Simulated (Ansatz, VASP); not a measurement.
**Hf in VASP and in Ansatz**

Contents of INCAR:

```
ALGO = Normal ; EDIFF = 1E-8
ENCUT = 520 ; GGA = PS
ISIF = 2 ; ISMEAR = -1
LASPH = True ; LCHARG = False
LEFG = True ; LREAL = False
LWAVE = False ; NBANDS = 11
NELM = 100 ; PREC = Accurate
SIGMA = 0.03
```

The input KPOINTS:

```
k-points
0
Gamma
  16 16 16
```

Contents of POSCAR:

```
Hf
1.0
    0.0000000000      2.2051002222      2.2051002222
    2.2051002222      0.0000000000      2.2051002222
    2.2051002222      2.2051002222      0.0000000000
Hf
1
Direct
    0.0000000000      0.0000000000      0.0000000000
```

Input for Ansatz:

```yaml
crystal:
  lattice:
    - [0.0, 2.2051002222, 2.2051002222]
    - [2.2051002222, 0.0, 2.2051002222]
    - [2.2051002222, 2.2051002222, 0.0]
  atoms:
    - { symbol: Hf, position: [0.0, 0.0, 0.0] }
kpoints:
  mp_grid: { grid: [16, 16, 16] }
scf:
  occupations: { method: fermi_dirac, width: 0.03 }
hamiltonian:
  xc: pbesol
  pseudopotentials: { kind: paw }
output:
  forces: true
  stress: true
  eigenvalues: true
  efg: { contact_densities: true }
```

Change from the starting cell: volume scaled by 0.98, PAW files.

Alike in both runs: task electric field gradients; functional PBEsol; k mesh 16 × 16 × 16; occupations fermi-dirac, width 0.03 eV; no spin polarisation.

|  | VASP | Ansatz |
| --- | --- | --- |
| version | VASP 6.6.1 | Ansatz 0.2.0 |
| potentials or method | VASP PAW PBE potentials, release 64 (Hf_pv) | PAW with Ansatz's default frozen-core files, scalar-relativistic |
| plane-wave cutoff (eV) | 520 | 420 |
| valence electrons in the cell | 10 | 26 |

Ansatz gave:

- pressure (GPa): 0.5

**Question.** What did VASP give for the same quantities?

**Answer.** Pressure (GPa): 0.1.

VASP's potentials were made for PBE, not for PBEsol. The functional is the same, so the differences come from potentials, cutoffs and numerics. VASP's potentials hold 10 valence electrons a cell and Ansatz's 26, so a difference there can come from the potentials and not from the codes.

Spin-orbit coupling is off throughout.
